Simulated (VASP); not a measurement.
Wanted: the native input for a VASP 6.6.1 run.

```yaml
Task: single point
Functional: PBE
Potentials_or_basis: VASP PAW PBE potentials, release 64 (Hf_pv, B)
Cutoff: 520 eV
k_mesh: 10 × 10 × 8
Occupations: gaussian, width 0.1 eV
Spin: no spin polarisation
Dipole_correction: no
Further_INCAR_settings: ALGO = Normal; EDIFF = 1e-07; NBANDS = 15
```

The structure of HfB2 lies in POSCAR:

```
HfB2
1.0
    3.1400000000      0.0000000000      0.0000000000
   -1.5700000000      2.7193197679      0.0000000000
    0.0000000000      0.0000000000      3.4800000000
Hf B
1 2
Direct
    0.0000000000      0.0000000000      0.0000000000
    0.6666666667      0.3333333333      0.5000000000
    0.3333333333      0.6666666667      0.5000000000
```

One way to write it, as run:

INCAR

```
PREC = Accurate
ENCUT = 520
EDIFF = 1E-7
ISMEAR = 0
SIGMA = 0.1
LREAL = F
LASPH = T
NELM = 80
ALGO = Normal
ISIF = 2
LWAVE = F
LCHARG = F
GGA = PE
NBANDS = 15
```

KPOINTS

```
Automatic mesh
0
Gamma
  10 10 8
```

Potentials or basis: VASP PAW PBE potentials, release 64 (Hf_pv, B).

Command:

```sh
$ cat potpaw_PBE.64/Hf_pv/POTCAR potpaw_PBE.64/B/POTCAR > POTCAR
$ mpirun -np 1 vasp_std > vasp.out
```

Results of the run:

* Pressure: 1.0 GPa
* Band gap on the k mesh: zero (band 8 reaches 8.26 eV, above the bottom of band 9 at 7.43 eV)

Caveat: spin-orbit coupling is left out, which moves the levels of the heavy elements.

It took 39 s on 1 thread of AMD EPYC 7R43 64-Core Processor (Zen 3), with other jobs on the host, peak memory 0.12 GiB.
